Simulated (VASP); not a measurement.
**ZrGe4Mo: relaxation of cell and atoms with PBE**

Crystal: ZrGe4Mo.

```xyz
6
Lattice="0.0000 3.6743 3.6743 3.6743 0.0000 3.6743 3.6743 3.6743 0.0000" Properties=species:S:1:pos:R:3 pbc="T T T"
Zr    5.5114    5.5114    5.5114
Ge    2.7594    2.7594    2.7594
Ge    4.5892    2.7594    4.5892
Ge    2.7594    4.5892    4.5892
Ge    4.5892    4.5892    2.7594
Mo    0.0000    0.0000    0.0000
```

| Quantity | Value |
| --- | --- |
| Program | VASP 6.6.1 |
| Task | relaxation of cell and atoms |
| Functional | PBE |
| Potentials or basis | VASP PAW PBE potentials, release 64 (Zr_sv, Ge_d, Mo_sv) |
| Cutoff | 600 eV |
| k mesh | 4 × 4 × 4 |
| Occupations | gaussian, width 0.1 eV |
| Spin | no spin polarisation |
| Dipole correction | no |
| Further INCAR settings | ALGO = Normal; EDIFF = 1e-06; IBRION = 2; EDIFFG = -0.04; NSW = 90; ISIF = 3 |

* Relaxed volume: 17.95 Å³/atom
* Relaxed cell: a = 5.341 Å, b = 5.341 Å, c = 5.341 Å, α = 60.00°, β = 60.00°, γ = 60.00°
* Space group after relaxing (to 0.05 Å): F-43m (No. 216)
* Energy gained by relaxing: 40.6 meV/atom
* Ionic steps: 3
* Pressure after relaxing: -0.1 GPa
* Largest force after relaxing: 0.008 eV/Å
* Band gap on the k mesh: zero (band 41 reaches 9.26 eV, above the bottom of band 42 at 8.39 eV)

Forces in eV/Å, atoms in the order of the input:
```
Zr   0.000  0.000  0.000
Ge   0.005  0.005  0.005
Ge  -0.005  0.005 -0.005
Ge   0.005 -0.005 -0.005
Ge  -0.005 -0.005  0.005
Mo   0.000  0.000  0.000
```

The path:
| step | energy change (eV) | largest force (eV/Å) | pressure (GPa) | volume (Å³) |
| --- | --- | --- | --- | --- |
| 1 | 0.0000 | 0.2487 | 9.77 | 99.21 |
| 2 | -0.1241 | 0.1308 | -5.37 | 114.40 |
| 3 | -0.2437 | 0.0080 | -0.05 | 107.72 |

Final structure:
```yaml
crystal:
  lattice:
    - [0.00000, 3.77651, 3.77651]
    - [3.77651, 0.00000, 3.77651]
    - [3.77651, 3.77651, 0.00000]
  atoms:
    - { symbol: Zr, position: [0.75000, 0.75000, 0.75000] }
    - { symbol: Ge, position: [0.37494, 0.37494, 0.37494] }
    - { symbol: Ge, position: [0.37494, 0.87518, 0.37494] }
    - { symbol: Ge, position: [0.87518, 0.37494, 0.37494] }
    - { symbol: Ge, position: [0.37494, 0.37494, 0.87518] }
    - { symbol: Mo, position: [0.00000, 0.00000, 0.00000] }
```

Levels at points of the mesh, in eV from the Fermi level:
| k point | band 39 | band 40 | band 41 | band 42 | band 43 | band 44 |
| --- | --- | --- | --- | --- | --- | --- |
| (0.00, 0.00, 0.00) | -0.52 | -0.02 | -0.02 | -0.02 | 1.28 | 1.28 |
| (0.50, 0.00, 0.00) | -0.46 | -0.46 | 0.32 | 0.32 | 0.69 | 0.77 |
| (0.50, 0.50, 0.00) | -1.11 | -0.88 | -0.55 | -0.55 | 1.14 | 1.14 |

Wall time 3.1 min on 1 thread of Intel(R) Xeon(R) Platinum 8259CL CPU @ 2.50GHz (Skylake/Cascade Lake) (shared host), peak memory 0.29 GiB.

Caveat: the k points lie up to 0.36 Å⁻¹ apart in the final cell.
